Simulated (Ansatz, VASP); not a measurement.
**AlRu in VASP and in Ansatz**

```
Al Ru
1.0
     3.01141    0.00000    0.00000
     0.00000    3.01141    0.00000
     0.00000    0.00000    3.01141
Al Ru
1 1
Direct
  0.00000 0.00000 0.00000
  0.50000 0.50000 0.50000
```

Change from the starting cell: volume scaled by 1.02, crystal datasets.

Alike in both runs: task electric field gradients; functional PBEsol; k mesh 12 × 12 × 12; occupations fermi-dirac, width 0.05 eV; no spin polarisation.

|  | VASP | Ansatz |
| --- | --- | --- |
| version | VASP 6.6.1 | Ansatz 0.2.0 |
| potentials or method | VASP PAW PBE potentials, release 64 (Al, Ru_pv), cutoff 520 eV | all-electron PAW with datasets made for the crystal, scalar-relativistic |

```tsv
	VASP	Ansatz	Ansatz less VASP
pressure (GPa)	-7.2	-7.3	-0.08
```

VASP's potentials were made for PBE, not for PBEsol. Ansatz ran all-electron here, and VASP with PAW potentials.
